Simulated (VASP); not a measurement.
Wanted: the native input for a VASP 6.6.1 run.

```yaml
Task: single point
Functional: PBEsol
Potentials_or_basis: VASP PAW PBE potentials, release 64 (Ti_sv, Al)
Cutoff: 520 eV
k_mesh: 16 × 16 × 16
Occupations: gaussian, width 0.15 eV
Spin: no spin polarisation
Dipole_correction: no
Further_INCAR_settings: ALGO = Fast; EDIFF = 1e-06; NBANDS = 14
```

The structure of TiAl lies in POSCAR:

```
TiAl
1.0
    2.7597961617      0.0000000000      0.0000000000
    0.0000000000      2.7597961617      0.0000000000
    0.0000000000      0.0000000000      3.9073194057
Ti Al
1 1
Direct
    0.0000000000      0.0000000000      0.0000000000
    0.5000000000      0.5000000000      0.5000000000
```

The input as run:

INCAR

```
ALGO     = Fast           # electronic algorithm
EDIFF    = 1E-6           # SCF threshold, eV
ENCUT    = 520            # plane-wave cutoff, eV
GGA      = PS             # functional
ISIF     = 2              # what is computed and relaxed
ISMEAR   = 0              # smearing method
LASPH    = T              # aspherical terms in the spheres
LCHARG   = T              # write CHGCAR
LELF     = T              # ELF
LREAL    = F              # projectors in reciprocal space
LVHAR    = T            
LWAVE    = F              # write WAVECAR
NBANDS   = 14             # bands
NELM     = 80             # most SCF steps
PREC     = Accurate       # precision mode
SIGMA    = 0.15           # smearing width, eV
```

KPOINTS

```
k-points
0
Gamma
  16 16 16
```

Potentials or basis: VASP PAW PBE potentials, release 64 (Ti_sv, Al).

Run with:

```sh
$ cat potpaw_PBE.64/Ti_sv/POTCAR potpaw_PBE.64/Al/POTCAR > POTCAR
$ mpirun -np 1 vasp_std > vasp.out
```

Results of the run:

| Item | Value |
| --- | --- |
| Pressure | 7.9 GPa |
| Band gap on the k mesh | zero (an odd number of electrons rules out a gap without spin polarisation) |

Caveat: the cell stands under pressure; the PAW data sets were made with another functional, which shifts forces and pressure a little.

Wall time 99 s on 1 thread of Intel(R) Xeon(R) 6975P-C (Granite Rapids), with other jobs on the host, peak memory 0.29 GiB.
